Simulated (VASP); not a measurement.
Write the native input for VASP 6.6.1 that does the following.

* Task: relaxation of cell and atoms
* Functional: PBE
* Potentials or basis: VASP PAW PBE potentials, release 64 (B)
* Cutoff: 600 eV
* k mesh: 23 × 23 × 23
* Occupations: fermi-dirac, width 0.1 eV
* Spin: no spin polarisation
* Target pressure: 330 GPa
* Dipole correction: no
* Further INCAR settings: ALGO = Normal; EDIFF = 1e-06; IBRION = 2; EDIFFG = -0.005; NSW = 60; ISIF = 3

The structure of B lies in POSCAR:

```
B
1.0
    1.5443549319      0.0000000000      0.0000000000
    0.0000000000      1.5443549319      0.0000000000
    0.0000000000      0.0000000000      1.5443549319
B
1
Direct
    0.0000000000      0.0000000000      0.0000000000
```

This isn't the form of B at room conditions, which is rhombohedral.

The input as run:

INCAR

```
SYSTEM = B
PREC = Accurate ; ENCUT = 600
EDIFF = 1E-6 ; ISMEAR = -1
SIGMA = 0.1 ; LREAL = .False.
LASPH = .True. ; NELM = 100
ALGO = Normal ; ISIF = 3
LWAVE = .False. ; LCHARG = .False.
GGA = PE ; IBRION = 2
NSW = 60 ; EDIFFG = -0.005
PSTRESS = 3300.0
```

KPOINTS

```
Automatic mesh
0
Gamma
  23 23 23
  0 0 0
```

Potentials or basis: VASP PAW PBE potentials, release 64 (B).

Command:

```sh
$ cat potpaw_PBE.64/B/POTCAR > POTCAR
$ mpirun -np 1 vasp_std > vasp.out
```

Results of the run:

```json
{
 "Relaxed volume": "3.89 Å³/atom",
 "Relaxed cell": "a = 1.573 Å, b = 1.573 Å, c = 1.573 Å, α = 90.00°, β = 90.00°, γ = 90.00°",
 "Space group after relaxing (to 0.1 Å)": "Pm-3m (No. 221)",
 "Energy change on relaxing (the run minimises the enthalpy)": "-477.9 meV/atom",
 "Ionic steps": "4",
 "Pressure after relaxing": "329.9 GPa",
 "Band gap on the k mesh": "zero (an odd number of electrons rules out a gap without spin polarisation)"
}
```

Caveat: the cell is relaxed towards a set pressure, so the run minimises the enthalpy, not the energy.

Wall time 16 s on 1 thread of AMD EPYC 7R13 (shared host), peak memory 0.08 GiB.
